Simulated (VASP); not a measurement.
# InSb (I-4m2) in VASP: further runs, part 2 of 3

VASP 6.6.1. Earlier steps stand in the parts before.

## Step 4: Single point, PBE (strain -0.015 along x and y, +0.000 along z)

INCAR reads:

```
PREC     = Accurate       # precision mode
ENCUT    = 520            # plane-wave cutoff, eV
EDIFF    = 1E-7           # SCF threshold, eV
ISMEAR   = 0              # smearing method
SIGMA    = 0.15           # smearing width, eV
LREAL    = F              # projectors in reciprocal space
LASPH    = T              # aspherical terms in the spheres
NELM     = 80             # most SCF steps
ALGO     = Normal         # electronic algorithm
ISIF     = 2              # what is computed and relaxed
LWAVE    = F              # write WAVECAR
LCHARG   = F              # write CHGCAR
GGA      = PE             # functional
NBANDS   = 16             # bands
```

KPOINTS reads:

```
regular mesh
0
Gamma
  12 12 12
```

POSCAR reads:

```
InSb
1.0
    0.0000000000      3.1905135000      3.2391000000
    3.1905135000      0.0000000000      3.2391000000
    3.1905135000      3.1905135000      0.0000000000
In Sb
1 1
Direct
    0.0000000000      0.0000000000      0.0000000000
    0.7500000000      0.7500000000      0.7500000000
```

Potentials or basis: VASP PAW PBE potentials, release 64 (In_d, Sb).

Command:

```
cat potpaw_PBE.64/In_d/POTCAR potpaw_PBE.64/Sb/POTCAR > POTCAR
mpirun -np 1 vasp_std > vasp.out
```

OUTCAR:

```text
PREC = Accurate
   ENCUT = 520
   EDIFF = 1E-7
   ISMEAR = 0
   LREAL = F
   LASPH = T
   NELM = 80
   ISIF = 2
   GGA = PE

 ion  position               nearest neighbor table
   1  0.000  0.000  0.000-   2 2.78   2 2.78   2 2.78   2 2.78
   2  0.750  0.750  0.750-   1 2.78   1 2.78   1 2.78   1 2.78

  LATTYP: Found a body centered tetragonal cell.
 ALAT       =     4.5120674626
 C/A-ratio  =     1.4357498095

  Lattice vectors:

 A1 = (  -3.1905135000,   0.0000000000,   3.2391000000)
 A2 = (   3.1905135000,   0.0000000000,   3.2391000000)
 A3 = (   0.0000000000,   3.1905135000,  -3.2391000000)

Analysis of symmetry for initial positions (statically):
=====================================================================
 Subroutine PRICEL returns:
 Original cell was already a primitive cell.

 Routine SETGRP: Setting up the symmetry group for a
 body centered tetragonal supercell.

 Subroutine GETGRP returns: Found  8 space group operations
 (whereof  8 operations were pure point group operations)
 out of a pool of 16 trial point group operations.

[... 162 lines left out ...]

 E-fermi :   5.5577     XC(G=0):  -8.8182

 val. band max:        5.4622013119   @ k =   0.0000   0.0000   0.0000
 cond. band min:       6.0250954192   @ k =   0.5000   0.0000   0.0000
 fundamental gap:      0.5628941073
 Fermi energy:         5.5577205175

 k-point     1 :       0.0000    0.0000    0.0000
  band No.  band energies     occupation
      1      -9.2422      2.00000
      2      -9.2391      2.00000
      3      -9.2391      2.00000
      4      -9.1468      2.00000
      5      -9.1451      2.00000
      6      -5.4815      2.00000
[... 433 lines left out ...]
      3      -9.2116      2.00000
      4      -9.1465      2.00000
      5      -9.1460      2.00000
      6      -3.8739      2.00000
[... 8 lines left out ...]
     15      13.7387      0.00000
     16      14.0365      0.00000

 [... further k-points ...]

------------------------ aborting loop because EDIFF is reached ----------------------------------------

  FORCE on cell =-STRESS in cart. coord.  units (eV):
  Direction    XX          YY          ZZ          XY          YZ          ZX
  --------------------------------------------------------------------------------------
  -------------------------------------------------------------------------------------
  Total        2.0195322      2.0195322      1.8584722      0.0000000      0.0000000     -0.0000000
  in kB       49.0665858     49.0665858     45.1534695      0.0000000      0.0000000     -0.0000000
  external PRESSURE =      47.7622137 kB  Pullay stress =       0.0000000 kB

 VOLUME and BASIS-vectors are now :
 -----------------------------------------------------------------------------
  energy-cutoff  :      520.00
  volume of cell :       65.94
      direct lattice vectors                 reciprocal lattice vectors
     0.000000000  3.190513500  3.239100000    -0.156714585  0.156714585  0.154363867
     3.190513500  0.000000000  3.239100000     0.156714585 -0.156714585  0.154363867
     3.190513500  3.190513500  0.000000000     0.156714585  0.156714585 -0.154363867

 POSITION                                       TOTAL-FORCE (eV/Angst)
 -----------------------------------------------------------------------------------
      0.00000      0.00000      0.00000         0.000000      0.000000      0.000000
      4.78577      4.78577      4.85865        -0.000000     -0.000000     -0.000000
 -----------------------------------------------------------------------------------
    total drift:                                0.000000      0.000000      0.000000

  FREE ENERGIE OF THE ION-ELECTRON SYSTEM (eV)
  ---------------------------------------------------
  free  energy   TOTEN  =        -6.8562301014 eV

  energy  without entropy=       -6.8559881927  energy(sigma->0) =       -6.85610915
```

stdout:

```text
POSCAR found type information on POSCAR InSb
 POSCAR found :  2 types and       2 ions
 scaLAPACK will be used
 LDA part: xc-table for (Slater+PW92), standard interpolation
 POSCAR, INCAR and KPOINTS ok, starting setup
 FFT: planning ... GRIDC
 FFT: planning ... GRID_SOFT
 FFT: planning ... GRID
 WAVECAR not read
 entering main loop
```

It took 4.1 min on 1 thread of Intel Xeon 8259CL, shared host; peak memory 0.34 GiB.

What came out:

```
Free energy            : -6.8562 eV
Pressure               : 4.8 GPa
Band gap on the k mesh : zero (filled and empty bands touch)
```

Stress tensor (GPa, compression positive):
```
4.91 0.00 0.00
0.00 4.91 0.00
0.00 0.00 4.52
```

Caveat: the cell differs from its parent crystal (strain -0.015 along x and y, +0.000 along z); the cell stands under pressure; semilocal functionals underestimate gaps, and a narrow one can read as zero; spin-orbit coupling is left out, which moves the levels of the heavy elements.

## Step 5: Single point, PBE (strain -0.015 along x and y, +0.015 along z)

INCAR reads:

```
PREC = Accurate
ENCUT = 520
EDIFF = 1E-7
ISMEAR = 0
SIGMA = 0.15
LREAL = F
LASPH = T
NELM = 100
ALGO = Normal
ISIF = 2
LWAVE = F
LCHARG = F
GGA = PE
NBANDS = 16
```

KPOINTS is that of step 4.

POSCAR reads:

```
InSb
1.0
    0.0000000000      3.1905135000      3.2876865000
    3.1905135000      0.0000000000      3.2876865000
    3.1905135000      3.1905135000      0.0000000000
In Sb
1 1
Direct
    0.0000000000      0.0000000000      0.0000000000
    0.7500000000      0.7500000000      0.7500000000
```

Potentials or basis: VASP PAW PBE potentials, release 64 (In_d, Sb).

Command:

```
cat potpaw_PBE.64/In_d/POTCAR potpaw_PBE.64/Sb/POTCAR > POTCAR
mpirun -np 1 vasp_std > vasp.out
```

OUTCAR:

```text
PREC = Accurate
   ENCUT = 520
   EDIFF = 1E-7
   ISMEAR = 0
   LREAL = F
   LASPH = T
   NELM = 100
   ISIF = 2
   GGA = PE

 ion  position               nearest neighbor table
   1  0.000  0.000  0.000-   2 2.79   2 2.79   2 2.79   2 2.79
   2  0.750  0.750  0.750-   1 2.79   1 2.79   1 2.79   1 2.79

  LATTYP: Found a body centered tetragonal cell.
 ALAT       =     4.5120674626
 C/A-ratio  =     1.4572860567

  Lattice vectors:

 A1 = (  -3.1905135000,   0.0000000000,   3.2876865000)
 A2 = (   3.1905135000,   0.0000000000,   3.2876865000)
 A3 = (   0.0000000000,   3.1905135000,  -3.2876865000)

Analysis of symmetry for initial positions (statically):
=====================================================================
 Subroutine PRICEL returns:
 Original cell was already a primitive cell.

 Routine SETGRP: Setting up the symmetry group for a
 body centered tetragonal supercell.

 Subroutine GETGRP returns: Found  8 space group operations
 (whereof  8 operations were pure point group operations)
 out of a pool of 16 trial point group operations.

The static configuration has the point symmetry D_2d.

Analysis of symmetry for dynamics (positions and initial velocities):
=====================================================================
 Subroutine PRICEL returns:
 Original cell was already a primitive cell.

 Routine SETGRP: Setting up the symmetry group for a
 body centered tetragonal supercell.

 Subroutine GETGRP returns: Found  8 space group operations
 (whereof  8 operations were pure point group operations)
 out of a pool of 16 trial point group operations.

The dynamic configuration has the point symmetry D_2d.

 Subroutine INISYM returns: Found  8 space group operations
 (whereof  8 operations are pure point group operations),
 and found     1 'primitive' translations

----------------------------------------------------------------------------------------

                                     Primitive cell

  volume of cell :      66.9332

  direct lattice vectors                    reciprocal lattice vectors
     0.000000000  3.190513500  3.287686500    -0.156714585  0.156714585  0.152082627
     3.190513500  0.000000000  3.287686500     0.156714585 -0.156714585  0.152082627
     3.190513500  3.190513500  0.000000000     0.156714585  0.156714585 -0.152082627

  length of vectors
     4.581294459  4.581294459  4.512067463     0.268789970  0.268789970  0.268789970

  position of ions in fractional coordinates (direct lattice)
     0.000000000  0.000000000  0.000000000
     0.750000000  0.750000000  0.750000000

  ion indices of the primitive-cell ions
   primitive index   ion index
                 1           1
                 2           2

----------------------------------------------------------------------------------------

 KPOINTS: regular mesh

Automatic generation of k-mesh.
 Grid dimensions read from file:
 generate k-points for:   12   12   12

 Generating k-lattice:

  Cartesian coordinates                     Fractional coordinates (reciprocal lattice)
    -0.013059549  0.013059549  0.012673552     0.083333333 -0.000000000  0.000000000
     0.013059549 -0.013059549  0.012673552    -0.000000000  0.083333333  0.000000000
     0.013059549  0.013059549 -0.012673552     0.000000000  0.000000000  0.083333333

  Length of vectors
     0.022399164  0.022399164  0.022399164

  Shift w.r.t. Gamma in fractional coordinates (k-lattice)
     0.000000000  0.000000000  0.000000000

 Subroutine IBZKPT returns following result:
 ===========================================

 Found    163 irreducible k-points:

 Following reciprocal coordinates:
            Coordinates               Weight
  0.000000  0.000000  0.000000      1.000000
  0.083333  0.000000  0.000000      8.000000
  0.166667  0.000000  0.000000      8.000000
  0.250000 -0.000000  0.000000      8.000000
  0.333333  0.000000  0.000000      8.000000
  0.416667  0.000000  0.000000      8.000000
[... 16 lines left out ...]
  0.500000  0.166667  0.000000      8.000000
 -0.416667  0.166667  0.000000      8.000000
 [... further k-points ...]
   k-points           NKPTS =    163   k-points in BZ     NKDIM =    163   number of bands    NBANDS=     16
   number of dos      NEDOS =    301   number of ions     NIONS =      2
   total plane-waves  NPLWV =  46656
   dimension x,y,z NGX =    36 NGY =   36 NGZ =   36
   dimension x,y,z NGXF=    72 NGYF=   72 NGZF=   72
   ions per type =               1   1
   NGX,Y,Z   is equivalent  to a cutoff of  13.06, 13.06, 13.26 a.u.
   NGXF,Y,Z  is equivalent  to a cutoff of  26.13, 26.13, 26.53 a.u.
 SYSTEM =  unknown system
   PREC   = accura    normal or accurate (medium, high low for compatibility)
   ISTART =      0    job   : 0-new  1-cont  2-samecut
   ICHARG =      2    charge: 1-file 2-atom 10-const
   ISPIN  =      1    spin polarized calculation?
   LNONCOLLINEAR =      F non collinear calculations
   LSORBIT =      F    spin-orbit coupling
   LASPH  =      T    aspherical Exc in radial PAW
   ENCUT  =  520.0 eV  38.22 Ry    6.18 a.u.   8.52  8.52  8.39*2*pi/ulx,y,z
   NELM   =    100;   NELMIN=  2; NELMDL= -5     # of ELM steps
   EDIFF  = 0.1E-06   stopping-criterion for ELM
   LREAL  =      F    real-space projection
   EDIFFG = 0.1E-05   stopping-criterion for IOM
   NSW    =      0    number of steps for IOM
   IBRION =     -1    ionic relax: 0-MD 1-quasi-New 2-CG
   NFREE  =      0    steps in history (QN), initial steepest desc. (CG)
   ISIF   =      2    stress and relaxation
   ISYM   =      2    0-nonsym 1-usesym 2-fastsym
   POTIM  = 0.5000    time-step for ionic-motion
   TEBEG  =    0.0;   TEEND  =   0.0 temperature during run
   PSTRESS=    0.0 pullay stress
   NELECT =      18.0000    total number of electrons
   NUPDOWN=      -1.0000    fix difference up-down
   EMIN   =  10.00;   EMAX   =-10.00  energy-range for DOS
   EFERMI =   0.00;   METHOD = LEGACY
   ISMEAR =     0;   SIGMA  =   0.15  broadening in eV -4-tet -1-fermi 0-gaus
   EFERMI_NEDOS =   21; number of points for ismear=-14 and -15
   IALGO  =     38    algorithm
   IMIX   =      4    mixing-type and parameters
     AMIX     =   0.40;   BMIX     =  1.00
     AMIX_MAG =   1.60;   BMIX_MAG =  1.00
  volume/ion in A,a.u.               =      33.47       225.84
  Fermi-wavevector in a.u.,A,eV,Ry     =   1.056700  1.996874 15.192475  1.116615
  Thomas-Fermi vector in A             =   2.191946
   LORBIT       =      0    0 simple, 1 ext, 2 COOP (PROOUT), +10 PAW based schemes
   GGA     = PE    functional components
   LHFCALC =     F    Hartree Fock is set to
   AEXX    =    0.0000 exact exchange contribution
   IVDW    =     0    specifies the selected vdW correction
   LEPSILON=     F    determine dielectric tensor
   LRPA    =     F    only Hartree local field effects (RPA)
 non-spin polarized calculation
 Gauss-broadening in eV      SIGMA  =   0.15
  energy-cutoff  :      520.00
  volume of cell :       66.93
 maximum number of plane-waves:      1849
 NGX is ok and might be reduce to    36
   NGX = 17   NGY = 17   NGZ = 17

 number of electron      17.9999997 magnetization

 Free energy of the ion-electron system (eV)
  ---------------------------------------------------
  ext. energy  EPLUGINS =         0.00000000
  ---------------------------------------------------
  free energy    TOTEN  =        -6.88072814 eV

  energy without entropy =       -6.88049786  energy(sigma->0) =       -6.88061300

 E-fermi :   5.4105     XC(G=0):  -8.7545

 val. band max:        5.3257150858   @ k =   0.0000   0.0000   0.0000
 cond. band min:       5.8280531491   @ k =   0.5000  -0.0000   0.0000
 fundamental gap:      0.5023380634
 Fermi energy:         5.4105296575

 k-point     1 :       0.0000    0.0000    0.0000
  band No.  band energies     occupation
      1      -9.3715      2.00000
      2      -9.3652      2.00000
      3      -9.3652      2.00000
      4      -9.2797      2.00000
      5      -9.2762      2.00000
      6      -5.5441      2.00000
[... 8 lines left out ...]
     15      13.3354      0.00000
     16      13.7657      0.00000
[... 419 lines left out ...]
 k-point    24 :      -0.4167    0.1667    0.0000
  band No.  band energies     occupation
      1      -9.4234      2.00000
      2      -9.3446      2.00000
      3      -9.3395      2.00000
      4      -9.2800      2.00000
      5      -9.2760      2.00000
      6      -3.9812      2.00000
[... 8 lines left out ...]
     15      13.5428      0.00000
     16      13.8225      0.00000

 [... further k-points ...]

------------------------ aborting loop because EDIFF is reached ----------------------------------------

  FORCE on cell =-STRESS in cart. coord.  units (eV):
  Direction    XX          YY          ZZ          XY          YZ          ZX
  --------------------------------------------------------------------------------------
  -------------------------------------------------------------------------------------
  Total        1.7508420      1.7508420      1.4112683      0.0000000      0.0000000      0.0000000
  in kB       41.9098362     41.9098362     33.7814749      0.0000000      0.0000000      0.0000000
  external PRESSURE =      39.2003824 kB  Pullay stress =       0.0000000 kB

 VOLUME and BASIS-vectors are now :
 -----------------------------------------------------------------------------
  energy-cutoff  :      520.00
  volume of cell :       66.93
      direct lattice vectors                 reciprocal lattice vectors
     0.000000000  3.190513500  3.287686500    -0.156714585  0.156714585  0.152082627
     3.190513500  0.000000000  3.287686500     0.156714585 -0.156714585  0.152082627
     3.190513500  3.190513500  0.000000000     0.156714585  0.156714585 -0.152082627

 POSITION                                       TOTAL-FORCE (eV/Angst)
 -----------------------------------------------------------------------------------
      0.00000      0.00000      0.00000        -0.000000     -0.000000     -0.000000
      4.78577      4.78577      4.93153         0.000000      0.000000      0.000000
 -----------------------------------------------------------------------------------
    total drift:                               -0.000000     -0.000000      0.000001

  FREE ENERGIE OF THE ION-ELECTRON SYSTEM (eV)
  ---------------------------------------------------
  free  energy   TOTEN  =        -6.8807281446 eV

  energy  without entropy=       -6.8804978551  energy(sigma->0) =       -6.88061300
```

OSZICAR:

```text
N       E                     dE             d eps       ncg     rms          rms(c)
DAV:   1     0.114659211609E+03    0.11466E+03   -0.79350E+03  5216   0.112E+03
DAV:   2     0.303852014961E+00   -0.11436E+03   -0.11073E+03  5960   0.285E+02
DAV:   3    -0.678282685450E+01   -0.70867E+01   -0.70644E+01  6600   0.725E+01
DAV:   4    -0.698381673706E+01   -0.20099E+00   -0.20094E+00  6736   0.139E+01
DAV:   5    -0.699434508402E+01   -0.10528E-01   -0.10528E-01  7728   0.259E+00    0.428E+00
DAV:   6    -0.689395058984E+01    0.10039E+00   -0.15367E-01  7544   0.608E+00    0.248E+00
DAV:   7    -0.687907699689E+01    0.14874E-01   -0.71446E-02  7008   0.253E+00    0.635E-01
DAV:   8    -0.688001319492E+01   -0.93620E-03   -0.78953E-03  7088   0.103E+00    0.272E-01
DAV:   9    -0.688064051273E+01   -0.62732E-03   -0.93648E-04  6528   0.257E-01    0.769E-02
DAV:  10    -0.688068521243E+01   -0.44700E-04   -0.48599E-05  7208   0.480E-02    0.387E-02
DAV:  11    -0.688072661992E+01   -0.41407E-04   -0.72857E-05  6144   0.560E-02    0.235E-02
DAV:  12    -0.688072802425E+01   -0.14043E-05   -0.12572E-06  6784   0.814E-03    0.628E-03
DAV:  13    -0.688072822016E+01   -0.19591E-06   -0.13145E-06  6288   0.745E-03    0.328E-03
DAV:  14    -0.688072811266E+01    0.10749E-06   -0.31699E-08  5816   0.109E-03    0.104E-03
DAV:  15    -0.688072814465E+01   -0.31986E-07   -0.11269E-08  4320   0.967E-04
   1 F= -.68807281E+01 E0= -.68806130E+01  d E =-.230290E-03
```

Wall time 4.4 min (1 thread of Intel Xeon 8259CL, shared host); peak memory 0.34 GiB.

What came out:

| Item | Value |
| --- | --- |
| Free energy | -6.8807 eV |
| Pressure | 3.9 GPa |
| Band gap on the k mesh | zero (filled and empty bands touch) |

Levels at points of the mesh, in eV from the Fermi level:
```
           k point  band 5  band 6  band 7  band 8  band 9  band 10  band 11  band 12  band 13  band 14
(0.00, 0.00, 0.00)  -14.69  -10.95   -0.24   -0.24   -0.08    -0.08     2.80     2.80     2.87     5.61
(0.50, 0.00, 0.00)  -14.68   -9.55   -5.83   -1.27   -1.07     0.42     3.61     3.76     5.96     8.21
(0.50, 0.50, 0.00)  -14.68   -8.98   -6.21   -2.34   -2.34     1.29     1.33     8.09     8.09     8.65
(0.50, 0.00, 0.50)  -14.68   -8.89   -6.07   -2.51   -2.49     1.11     1.13     8.02     8.13     8.80
```

Caveat: the cell differs from its parent crystal (strain -0.015 along x and y, +0.015 along z); the cell stands under pressure; semilocal functionals underestimate gaps, and a narrow one can read as zero; spin-orbit coupling is left out, which moves the levels of the heavy elements.

[end of part 2 of 3]

The gap in the log of VASP goes by the Fermi energy; the results here count the filled bands.